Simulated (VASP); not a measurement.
# HfO2 in VASP: notebook

Runs on HfO2. Level: PBE. Tasks: single point.

Program: VASP 6.6.1. These are calculated values, not measurements. Logs are shortened: lines on timing, memory, paths and dates and some standing lists are left out, and cuts for length are marked.

## 1. The cell of the first run

The cell holds an amorphous packing of atoms, 18 atoms: a = 5.914 Å, b = 6.170 Å, c = 5.666 Å, α = 90.57°, β = 90.53°, γ = 88.22°.

## 2. Single point, PBE

Input file INCAR:

```
SYSTEM = HfO2
  PREC = Accurate
  ENCUT = 520
  EDIFF = 1E-6
  ISMEAR = -1
  SIGMA = 0.3102
  LREAL = Auto
  LASPH = .TRUE.
  NELM = 60
  ALGO = Normal
  ISIF = 2
  LWAVE = .FALSE.
  LCHARG = .FALSE.
  GGA = PE
  NBANDS = 81
  ISYM = 0
```

Input file KPOINTS:

```
regular mesh
0
G
  1 1 1
  0 0 0
```

Input file POSCAR:

```
HfO2
1.0
    5.9133820000      0.0936650000     -0.0263170000
    0.0936650000      6.1692290000     -0.0293520000
   -0.0263170000     -0.0293520000      5.6660680000
Hf O
6 12
Direct
    0.1247488529      0.4485472847      0.0687693433
    0.7626183202      0.1589775724      0.7880108633
    0.2603687901      0.9149177402      0.0677465909
    0.3475467816      0.2444115214      0.5597783782
    0.6797349216      0.6488813349      0.2676110751
    0.0368442048      0.7521034362      0.6160514433
    1.0828160716      0.2063578696      0.2630458171
    0.0347687889      1.0182365925      0.8020010156
    0.6745779929      0.4483365455      0.6337273826
    0.6276764101      0.9087137010      0.0646370860
    0.3680050081      0.1936025179      0.9092210699
    0.0899620415      0.3957277844      0.7063783797
    0.6879476400      0.9068134438      0.5761246611
    0.3116901481     -0.1311722320      0.3984369023
   -0.1904298215      0.5288158920      0.9919163099
    0.9735127168      0.6598679139      0.2976062725
    0.3764358705      0.6583956690      0.8210180133
    0.4248112797      0.4170567798      0.2681155978
```

Potentials or basis: VASP PAW PBE potentials, release 64 (Hf_pv, O).

Launch:

```bash
$ cat potpaw_PBE.64/Hf_pv/POTCAR potpaw_PBE.64/O/POTCAR > POTCAR
$ mpirun -np 1 vasp_gam > vasp.out
```

OUTCAR:

```text
SYSTEM = HfO2
   PREC = Accurate
   ENCUT = 520
   EDIFF = 1E-6
   ISMEAR = -1
   LREAL = Auto
   LASPH = .TRUE.
   NELM = 60
   ISIF = 2
   GGA = PE
   ISYM = 0

 ion  position               nearest neighbor table
   1  0.125  0.449  0.069-   7 1.89  15 1.96  16 2.02  12 2.09  18 2.10  11 2.28  17 2.46   3 3.01
                             5 3.09   6 3.22   2 3.23   4 3.31   3 3.36   4 3.40   6 3.64   5 3.70
   2  0.763  0.159  0.788-   8 1.81  13 2.01   9 2.05  10 2.37  11 2.44  12 2.51  15 2.57   4 2.80
                             6 3.10   1 3.23   3 3.62   3 3.74   4 3.76
   3  0.260  0.915  0.068-  14 1.92  11 2.07   8 2.09  10 2.17  17 2.20   7 2.33  16 2.70   1 3.01
                             6 3.05   5 3.14   1 3.36   4 3.48   6 3.55   4 3.59   2 3.62   2 3.74
   4  0.348  0.244  0.560-  12 1.95  11 2.01  18 2.04   7 2.30   9 2.37  14 2.50   8 2.74   2 2.80
                            13 2.85   1 3.31   1 3.40   3 3.48   3 3.59   6 3.60   6 3.62   5 3.64
   5  0.680  0.649  0.268-  16 1.75  15 1.88  10 2.00  18 2.11  13 2.35   9 2.43  14 2.64   6 2.96
                             1 3.09   3 3.14   4 3.64   1 3.70
   6  0.037  0.752  0.616-  16 1.92   8 1.94  14 2.19  13 2.26  12 2.27  17 2.37   9 2.89  15 2.91
                             5 2.96   3 3.05   2 3.10   1 3.22   3 3.55   4 3.60   4 3.62   1 3.64
   7  0.083  0.206  0.263-   1 1.89   4 2.30   3 2.33
   8  0.035  0.018  0.802-   2 1.81   6 1.94   3 2.09   4 2.74
   9  0.675  0.448  0.634-   2 2.05   4 2.37   5 2.43   6 2.89
  10  0.628  0.909  0.065-   5 2.00   3 2.17   2 2.37
  11  0.368  0.194  0.909-   4 2.01   3 2.07   1 2.28   2 2.44
  12  0.090  0.396  0.706-   4 1.95   1 2.09   6 2.27   2 2.51
  13  0.688  0.907  0.576-   2 2.01   6 2.26   5 2.35   4 2.85
  14  0.312  0.869  0.398-   3 1.92   6 2.19   4 2.50   5 2.64
  15  0.810  0.529  0.992-   5 1.88   1 1.96   2 2.57   6 2.91
  16  0.974  0.660  0.298-   5 1.75   6 1.92   1 2.02   3 2.70
  17  0.376  0.658  0.821-   3 2.20   6 2.37   1 2.46
  18  0.425  0.417  0.268-   4 2.04   1 2.10   5 2.11

IMPORTANT INFORMATION: All symmetrisations will be switched off!
NOSYMM: (Re-)initialisation of all symmetry stuff for point group C_1.

----------------------------------------------------------------------------------------

                                     Primitive cell

  volume of cell :     206.6449

  direct lattice vectors                    reciprocal lattice vectors
     5.913382000  0.093665000 -0.026317000     0.169152023 -0.002564494  0.000772370
     0.093665000  6.169229000 -0.029352000    -0.002564494  0.162137685  0.000828013
    -0.026317000 -0.029352000  5.666068000     0.000772370  0.000828013  0.176497111

  length of vectors
     5.914182310  6.170009816  5.666205141     0.169173225  0.162160079  0.176500743

  position of ions in fractional coordinates (direct lattice)
     0.124748853  0.448547285  0.068769343
     0.762618320  0.158977572  0.788010863
     0.260368790  0.914917740  0.067746591
[... 98 lines left out ...]
   EFERMI =   0.00;   METHOD = LEGACY
   ISMEAR =    -1;   SIGMA  =   0.31  broadening in eV -4-tet -1-fermi 0-gaus
   EFERMI_NEDOS =   21; number of points for ismear=-14 and -15
   IALGO  =     38    algorithm
   IMIX   =      4    mixing-type and parameters
     AMIX     =   0.40;   BMIX     =  1.00
     AMIX_MAG =   1.60;   BMIX_MAG =  1.00
  volume/ion in A,a.u.               =      11.48        77.47
  Fermi-wavevector in a.u.,A,eV,Ry     =   1.409909  2.664343 27.046268  1.987845
  Thomas-Fermi vector in A             =   2.531917
   LORBIT       =      0    0 simple, 1 ext, 2 COOP (PROOUT), +10 PAW based schemes
   GGA     = PE    functional components
   LHFCALC =     F    Hartree Fock is set to
   AEXX    =    0.0000 exact exchange contribution
   IVDW    =     0    specifies the selected vdW correction
   LEPSILON=     F    determine dielectric tensor
   LRPA    =     F    only Hartree local field effects (RPA)
 non-spin polarized calculation
  energy-cutoff  :      520.00
  volume of cell :      206.64
 maximum number of plane-waves:      2786
 NGX is ok and might be reduce to    42
   NGX = 21   NGY = 23   NGZ = 21

 number of electron     132.0000018 magnetization

 Free energy of the ion-electron system (eV)
  ---------------------------------------------------
  ext. energy  EPLUGINS =         0.00000000
  ---------------------------------------------------
  free energy    TOTEN  =      -166.17839116 eV

  energy without entropy =     -165.83958822  energy(sigma->0) =     -166.00898969

 E-fermi :   5.1040     XC(G=0): -11.4384

 val. band max:        4.0135550555   @ k =   0.0000   0.0000   0.0000
 cond. band min:       6.1535013684   @ k =   0.0000   0.0000   0.0000
 fundamental gap:      2.1399463129
 Fermi energy:         5.1039746590

 k-point     1 :       0.0000    0.0000    0.0000
  band No.  band energies     occupation
      1     -27.5519      2.00000
      2     -27.1208      2.00000
      3     -26.9222      2.00000
      4     -26.8136      2.00000
      5     -26.5848      2.00000
      6     -26.5204      2.00000
[... 70 lines left out ...]
     77       9.3503      0.00000
     78       9.4374      0.00000
 [bands above 78 left out]

------------------------ aborting loop because EDIFF is reached ----------------------------------------

  FORCE on cell =-STRESS in cart. coord.  units (eV):
  Direction    XX          YY          ZZ          XY          YZ          ZX
  --------------------------------------------------------------------------------------
  -------------------------------------------------------------------------------------
  Total       42.1596712      8.8576056     29.1851992     -3.0856183     10.8876600     27.9067201
  in kB      326.8759929     68.6755500    226.2811995    -23.9236814     84.4151430    216.3687846
  external PRESSURE =     207.2775808 kB  Pullay stress =       0.0000000 kB

 VOLUME and BASIS-vectors are now :
 -----------------------------------------------------------------------------
  energy-cutoff  :      520.00
  volume of cell :      206.64
      direct lattice vectors                 reciprocal lattice vectors
     5.913382000  0.093665000 -0.026317000     0.169152023 -0.002564494  0.000772370
     0.093665000  6.169229000 -0.029352000    -0.002564494  0.162137685  0.000828013
    -0.026317000 -0.029352000  5.666068000     0.000772370  0.000828013  0.176497111

 POSITION                                       TOTAL-FORCE (eV/Angst)
 -----------------------------------------------------------------------------------
      0.77789      2.77686      0.37320         3.739737     -2.483609     -3.068789
      4.50381      1.02907      4.44019        -5.762052      3.144843      1.230811
      1.62357      5.66674      0.35015         4.563971      2.542301     -1.562298
      2.06334      1.52395      3.15542        -1.325471      0.139638     -3.179218
      4.07327      4.05891      1.47937       -12.829359      0.618616      0.731922
      0.27211      4.62527      3.46754         1.850683     -2.920516      0.672734
[... 10 lines left out ...]
      2.26607      4.07295      4.62271        -5.028211      2.142815      2.194022
      2.54408      2.60484      1.49574         0.633883      1.920308      1.231235
 -----------------------------------------------------------------------------------
    total drift:                                0.001319      0.002823      0.002900

  FREE ENERGIE OF THE ION-ELECTRON SYSTEM (eV)
  ---------------------------------------------------
  free  energy   TOTEN  =      -166.1783911607 eV

  energy  without entropy=     -165.8395882182  energy(sigma->0) =     -166.00898969
```

stdout:

```text
POSCAR found type information on POSCAR HfO
 POSCAR found :  2 types and      18 ions
 scaLAPACK will be used
 LDA part: xc-table for (Slater+PW92), standard interpolation
 POSCAR, INCAR and KPOINTS ok, starting setup
 FFT: planning ... GRIDC
 FFT: planning ... GRID_SOFT
 FFT: planning ... GRID
 WAVECAR not read
 entering main loop
```

Run time: 24 s. Hardware: 1 thread of AMD EPYC 9R45 (Zen 5), shared host; peak memory 0.25 GiB.

What came out:

```yaml
Free_energy: -166.1784 eV
Pressure: 20.7 GPa
Largest_force: 12.865 eV/Å
Band_gap_on_the_k_mesh: 2.14 eV
```

Forces on the atoms (eV/Å):
```
Hf    3.740  -2.484  -3.069
Hf   -5.762   3.145   1.231
Hf    4.564   2.542  -1.562
Hf   -1.325   0.140  -3.179
Hf  -12.829   0.619   0.732
Hf    1.851  -2.921   0.673
O    -0.706  -2.463   1.179
O     4.490  -2.980   1.736
O    -0.903  -3.468  -2.134
O    -0.604   1.327   0.726
O     2.397  -0.620  -0.218
O    -1.580   2.034  -1.506
O     2.728   0.745   0.025
O    -1.275   0.555   2.804
O    -0.007  -2.293  -2.403
O     9.618   2.058   1.541
O    -5.028   2.143   2.194
O     0.634   1.920   1.231
```

Stress tensor (GPa, compression positive):
```
32.69 -2.39 21.64
-2.39  6.87  8.44
21.64  8.44 22.63
```

Levels at points of the mesh, in eV from the valence-band top:
```
           k point  band 62  band 63  band 64  band 65  band 66  band 67  band 68  band 69  band 70  band 71
(0.00, 0.00, 0.00)    -1.15    -0.97    -0.43    -0.19     0.00     2.14     2.31     3.04     3.42     3.46
```

Caveat: the k points lie up to 1.11 Å⁻¹ apart; spin-orbit coupling is left out, which moves the levels of the heavy elements.

(Part 1 of 2 ends here.)
